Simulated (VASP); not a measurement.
# SiC (R3m) in VASP: further runs, part 2 of 2

VASP 6.6.1. The steps go on from the part before.

## 3. Single point, PBE

This run uses another cell than the first one, of the same volume but with other edges.

File INCAR:

```
PREC     = Accurate       # precision mode
ENCUT    = 520            # plane-wave cutoff, eV
EDIFF    = 1E-6           # SCF threshold, eV
ISMEAR   = 0              # smearing method
SIGMA    = 0.05           # smearing width, eV
LREAL    = F              # projectors in reciprocal space
LASPH    = T              # aspherical terms in the spheres
NELM     = 100            # most SCF steps
ALGO     = Normal         # electronic algorithm
ISIF     = 2              # what is computed and relaxed
LWAVE    = F              # write WAVECAR
LCHARG   = F              # write CHGCAR
GGA      = PE             # functional
NBANDS   = 11             # bands
```

File KPOINTS:

```
regular mesh
0
Gamma
  12 12 12
```

File POSCAR:

```
SiC
1.0
    0.2727749769      2.3185873037      2.3185873037
    2.3185873037      0.2727749769      2.3185873037
    2.3185873037      2.3185873037      0.2727749769
Si C
1 1
Direct
    0.0000000000      0.0000000000      0.0000000000
    0.7500000000      0.7500000000      0.7500000000
```

Potentials or basis: VASP PAW PBE potentials, release 64 (Si, C).

On the command line:

```console
$ cat potpaw_PBE.64/Si/POTCAR potpaw_PBE.64/C/POTCAR > POTCAR
$ mpirun -np 1 vasp_std > vasp.out
```

OUTCAR:

```text
PREC = Accurate
   ENCUT = 520
   EDIFF = 1E-6
   ISMEAR = 0
   LREAL = F
   LASPH = T
   NELM = 100
   ISIF = 2
   GGA = PE

 ion  position               nearest neighbor table
   1  0.000  0.000  0.000-   2 1.81   2 1.81   2 1.81   2 2.13
   2  0.750  0.750  0.750-   1 1.81   1 1.81   1 1.81   1 2.13

  LATTYP: Found a trigonal (rhomboedric) cell.
 ALAT       =     3.2903039917
 COS(alpha) =     0.6134020619

  Lattice vectors:

 A1 = (   0.2727749769,   2.3185873037,   2.3185873037)
 A2 = (   2.3185873037,   0.2727749769,   2.3185873037)
 A3 = (   2.3185873037,   2.3185873037,   0.2727749769)

Analysis of symmetry for initial positions (statically):
=====================================================================
 Subroutine PRICEL returns:
 Original cell was already a primitive cell.

 Routine SETGRP: Setting up the symmetry group for a
 trigonal (rhombohedral) supercell.

 Subroutine GETGRP returns: Found  6 space group operations
 (whereof  6 operations were pure point group operations)
 out of a pool of 12 trial point group operations.

[... 165 lines left out ...]
 cond. band min:       9.1191306343   @ k =   0.5000   0.5000  -0.0000
 fundamental gap:      0.4469839291
 Fermi energy:         8.9266919933

 k-point     1 :       0.0000    0.0000    0.0000
  band No.  band energies     occupation
      1      -7.3848      2.00000
      2       7.1420      2.00000
      3       8.6721      2.00000
      4       8.6721      2.00000
      5      10.4916      0.00000
      6      17.0926      0.00000
      7      17.0926      0.00000
      8      17.3757      0.00000
      9      23.0460      0.00000
     10      23.0460      0.00000
     11      24.4115      0.00000
[... 309 lines left out ...]
 k-point    24 :      -0.4167    0.1667   -0.0000
  band No.  band energies     occupation
      1      -2.9496      2.00000
      2       0.2047      2.00000
      3       5.0263      2.00000
      4       6.3378      2.00000
      5      12.3930      0.00000
      6      14.3143      0.00000
      7      16.8137      0.00000
      8      19.0497      0.00000
      9      23.1528      0.00000
     10      25.0305      0.00000
     11      26.3771      0.00000

 [... further k-points ...]
[... 5 lines left out ...]
  --------------------------------------------------------------------------------------
  -------------------------------------------------------------------------------------
  Total        1.8001764      1.8001764      1.8001764     -3.8240499     -3.8240499     -3.8240499
  in kB      140.3514929    140.3514929    140.3514929   -298.1436216   -298.1436216   -298.1436216
  external PRESSURE =     140.3514929 kB  Pullay stress =       0.0000000 kB

 VOLUME and BASIS-vectors are now :
 -----------------------------------------------------------------------------
  energy-cutoff  :      520.00
  volume of cell :       20.55
      direct lattice vectors                 reciprocal lattice vectors
     0.272774977  2.318587304  2.318587304    -0.257979567  0.230823823  0.230823823
     2.318587304  0.272774977  2.318587304     0.230823823 -0.257979567  0.230823823
     2.318587304  2.318587304  0.272774977     0.230823823  0.230823823 -0.257979567

 POSITION                                       TOTAL-FORCE (eV/Angst)
 -----------------------------------------------------------------------------------
      0.00000      0.00000      0.00000        -0.288540     -0.288540     -0.288540
      3.68246      3.68246      3.68246         0.288540      0.288540      0.288540
 -----------------------------------------------------------------------------------
    total drift:                               -0.000014     -0.000014     -0.000014

  FREE ENERGIE OF THE ION-ELECTRON SYSTEM (eV)
  ---------------------------------------------------
  free  energy   TOTEN  =       -14.3259702572 eV

  energy  without entropy=      -14.3259702572  energy(sigma->0) =      -14.32597026
```

OSZICAR:

```text
N       E                     dE             d eps       ncg     rms          rms(c)
DAV:   1     0.401935987290E+01    0.40194E+01   -0.39410E+03  4318   0.612E+02
DAV:   2    -0.158582889999E+02   -0.19878E+02   -0.18859E+02  5224   0.110E+02
DAV:   3    -0.164680832643E+02   -0.60979E+00   -0.60876E+00  5113   0.160E+01
DAV:   4    -0.164703151836E+02   -0.22319E-02   -0.22318E-02  4696   0.124E+00
DAV:   5    -0.164703253639E+02   -0.10180E-04   -0.10180E-04  5097   0.781E-02    0.933E+00
DAV:   6    -0.144121740353E+02    0.20582E+01   -0.73597E+00  4665   0.121E+01    0.402E+00
DAV:   7    -0.143371957583E+02    0.74978E-01   -0.46696E-01  5053   0.398E+00    0.191E+00
DAV:   8    -0.143257160705E+02    0.11480E-01   -0.40161E-02  4623   0.128E+00    0.231E-01
DAV:   9    -0.143259035779E+02   -0.18751E-03   -0.46285E-03  4980   0.417E-01    0.119E-01
DAV:  10    -0.143259498361E+02   -0.46258E-04   -0.37994E-04  4647   0.126E-01    0.434E-02
DAV:  11    -0.143259687344E+02   -0.18898E-04   -0.38359E-05  5042   0.445E-02    0.239E-02
DAV:  12    -0.143259702141E+02   -0.14797E-05   -0.42688E-06  4948   0.134E-02    0.453E-03
DAV:  13    -0.143259702572E+02   -0.43085E-07   -0.32708E-07  2442   0.335E-03
   1 F= -.14325970E+02 E0= -.14325970E+02  d E =-.180613E-10
```

stdout:

```text
POSCAR found type information on POSCAR SiC
 POSCAR found :  2 types and       2 ions
 scaLAPACK will be used
 LDA part: xc-table for (Slater+PW92), standard interpolation
 POSCAR, INCAR and KPOINTS ok, starting setup
 FFT: planning ... GRIDC
 FFT: planning ... GRID_SOFT
 FFT: planning ... GRID
 WAVECAR not read
 entering main loop
```

It took 18 s on 1 thread of Intel Xeon Platinum 8488C (Sapphire Rapids), shared host; peak memory 0.16 GiB.

Results:

* Free energy: -14.3260 eV
* Pressure: 14.0 GPa
* Largest force: 0.500 eV/Å
* Band gap on the k mesh: 0.45 eV, indirect (least direct gap 1.82 eV)

Forces in eV/Å, atoms in the order of the input:
```
Si  -0.289 -0.289 -0.289
C    0.289  0.289  0.289
```

 A k mesh can miss the band edges.

## 4. Single point, PBE

This run uses another cell than the first one, of the same volume but with other edges.

File INCAR:

```
SYSTEM = SiC
PREC = Accurate ; ENCUT = 520
EDIFF = 1E-6 ; ISMEAR = 0
SIGMA = 0.05 ; LREAL = .False.
LASPH = .True. ; NELM = 80
ALGO = Normal ; ISIF = 2
LWAVE = .False. ; LCHARG = .True.
GGA = PE ; LELF = .True.
LVHAR = .True. ; NBANDS = 11
```

File KPOINTS:

```
Automatic mesh
0
Gamma
  12 12 12
  0 0 0
```

File POSCAR:

```
SiC
1.0
    0.8500608473      2.6716198057      2.6716198057
    2.6716198057      0.8500608473      2.6716198057
    2.6716198057      2.6716198057      0.8500608473
Si C
1 1
Direct
    0.0000000000      0.0000000000      0.0000000000
    0.7500000000      0.7500000000      0.7500000000
```

Potentials or basis: VASP PAW PBE potentials, release 64 (Si, C).

On the command line:

```console
$ cat potpaw_PBE.64/Si/POTCAR potpaw_PBE.64/C/POTCAR > POTCAR
$ mpirun -np 1 vasp_std > vasp.out
```

OUTCAR:

```text
SYSTEM = SiC
   PREC = Accurate
   ENCUT = 520
   EDIFF = 1E-6
   ISMEAR = 0
   LREAL = .False.
   LASPH = .True.
   NELM = 80
   ISIF = 2
   GGA = PE

 ion  position               nearest neighbor table
   1  0.000  0.000  0.000-   2 1.74   2 1.74   2 1.74
   2  0.750  0.750  0.750-   1 1.74   1 1.74   1 1.74

  LATTYP: Found a trigonal (rhomboedric) cell.
 ALAT       =     3.8726874669
 COS(alpha) =     0.7787610620

  Lattice vectors:

 A1 = (   0.8500608473,   2.6716198057,   2.6716198057)
 A2 = (   2.6716198057,   0.8500608473,   2.6716198057)
 A3 = (   2.6716198057,   2.6716198057,   0.8500608473)

Analysis of symmetry for initial positions (statically):
=====================================================================
 Subroutine PRICEL returns:
 Original cell was already a primitive cell.

 Routine SETGRP: Setting up the symmetry group for a
 trigonal (rhombohedral) supercell.

 Subroutine GETGRP returns: Found  6 space group operations
 (whereof  6 operations were pure point group operations)
 out of a pool of 12 trial point group operations.

[... 166 lines left out ...]
 cond. band min:       8.5489248319   @ k =  -0.1667   0.0833   0.0833
 fundamental gap:      0.0270698634
 Fermi energy:         8.5412270190

 k-point     1 :       0.0000    0.0000    0.0000
  band No.  band energies     occupation
      1      -8.6891      2.00000
      2       3.3875      2.00000
      3       5.2302      2.00000
      4       9.9806      0.00000
      5       9.9806      0.00000
      6      20.5715      0.00000
      7      20.5715      0.00000
      8      21.5810      0.00000
      9      24.5784      0.00000
     10      24.8593      0.00000
     11      24.8593      0.00000
[... 309 lines left out ...]
 k-point    24 :      -0.4167    0.1667    0.0000
  band No.  band energies     occupation
      1      -3.2219      2.00000
      2      -0.1385      2.00000
      3       4.9572      2.00000
      4       6.4510      2.00000
      5       9.7411      0.00000
      6      12.1135      0.00000
      7      15.7089      0.00000
      8      18.9670      0.00000
      9      21.3857      0.00000
     10      27.1551      0.00000
     11      28.0563      0.00000

 [... further k-points ...]
[... 5 lines left out ...]
  --------------------------------------------------------------------------------------
  -------------------------------------------------------------------------------------
  Total        7.5164594      7.5164594      7.5164594     -5.1977788     -5.1977788     -5.1977788
  in kB      586.0238404    586.0238404    586.0238404   -405.2469592   -405.2469592   -405.2469592
  external PRESSURE =     586.0238404 kB  Pullay stress =       0.0000000 kB

 VOLUME and BASIS-vectors are now :
 -----------------------------------------------------------------------------
  energy-cutoff  :      520.00
  volume of cell :       20.55
      direct lattice vectors                 reciprocal lattice vectors
     0.850060847  2.671619806  2.671619806    -0.312165274  0.236815035  0.236815035
     2.671619806  0.850060847  2.671619806     0.236815035 -0.312165274  0.236815035
     2.671619806  2.671619806  0.850060847     0.236815035  0.236815035 -0.312165274

 POSITION                                       TOTAL-FORCE (eV/Angst)
 -----------------------------------------------------------------------------------
      0.00000      0.00000      0.00000        -0.983530     -0.983530     -0.983530
      4.64498      4.64498      4.64498         0.983530      0.983530      0.983530
 -----------------------------------------------------------------------------------
    total drift:                               -0.000007     -0.000007     -0.000007

  FREE ENERGIE OF THE ION-ELECTRON SYSTEM (eV)
  ---------------------------------------------------
  free  energy   TOTEN  =       -10.7339595342 eV

  energy  without entropy=      -10.7330057532  energy(sigma->0) =      -10.73348264
```

OSZICAR:

```text
N       E                     dE             d eps       ncg     rms          rms(c)
DAV:   1     0.789917975487E+01    0.78992E+01   -0.40215E+03  4350   0.614E+02
DAV:   2    -0.128970940761E+02   -0.20796E+02   -0.19299E+02  5086   0.112E+02
DAV:   3    -0.136126789558E+02   -0.71558E+00   -0.71223E+00  5485   0.174E+01
DAV:   4    -0.136154388662E+02   -0.27599E-02   -0.27592E-02  4860   0.132E+00
DAV:   5    -0.136154535351E+02   -0.14669E-04   -0.14669E-04  5512   0.906E-02    0.109E+01
DAV:   6    -0.108548019375E+02    0.27607E+01   -0.14526E+01  4855   0.143E+01    0.437E+00
DAV:   7    -0.107505214018E+02    0.10428E+00   -0.61158E-01  4901   0.450E+00    0.247E+00
DAV:   8    -0.107335939988E+02    0.16927E-01   -0.91715E-02  5122   0.180E+00    0.767E-01
DAV:   9    -0.107338519572E+02   -0.25796E-03   -0.66002E-03  4778   0.553E-01    0.273E-01
DAV:  10    -0.107339470933E+02   -0.95136E-04   -0.36175E-04  5537   0.136E-01    0.571E-02
DAV:  11    -0.107339550709E+02   -0.79777E-05   -0.20689E-05  4934   0.324E-02    0.183E-02
DAV:  12    -0.107339595548E+02   -0.44839E-05   -0.42701E-06  5321   0.151E-02    0.439E-03
DAV:  13    -0.107339595342E+02    0.20597E-07   -0.17275E-07  2619   0.272E-03
   1 F= -.10733960E+02 E0= -.10733483E+02  d E =-.953781E-03
```

stdout:

```text
POSCAR found type information on POSCAR SiC
 POSCAR found :  2 types and       2 ions
 scaLAPACK will be used
 LDA part: xc-table for (Slater+PW92), standard interpolation
 POSCAR, INCAR and KPOINTS ok, starting setup
 FFT: planning ... GRIDC
 FFT: planning ... GRID_SOFT
 FFT: planning ... GRID
 WAVECAR not read
 entering main loop
```

Wall time 62 s (1 thread of Intel Xeon Platinum 8488C (Sapphire Rapids), shared host); peak memory 0.18 GiB.

What came out:

* Free energy: -10.7340 eV
* Pressure: 58.6 GPa
* Largest force: 1.704 eV/Å
* Band gap on the k mesh: zero (band 4 reaches 9.98 eV, above the bottom of band 5 at 7.24 eV)

Forces on the atoms (eV/Å):
```
Si  -0.984 -0.984 -0.984
C    0.984  0.984  0.984
```

Caveat: forces of over 1 eV/Å act on the atoms, so gaps and moduli don't describe the material at rest.

## 5. The runs side by side

```csv
cell,gap on the mesh (eV),pressure (GPa),largest force (eV/Å)
"a = 2.930 Å, angles 67.3°, 2 atoms",0.67,13.9,3.30
"a = 3.290 Å, angles 52.2°, 2 atoms",0.45,14.0,0.50
"a = 3.873 Å, angles 38.9°, 2 atoms",none,58.6,1.70
```

Alike in all rows: task single point; level PBE; potentials or basis VASP PAW PBE potentials, release 64 (Si, C); no spin polarisation; k mesh 12 × 12 × 12; cutoff (eV) 520; smearing gaussian 0.05 eV.

Caveats: forces of over 1 eV/Å act on the atoms, so gaps and moduli don't describe the material at rest (some runs).

Total energies depend on the potentials used, so only differences within one code and one set of settings carry meaning.
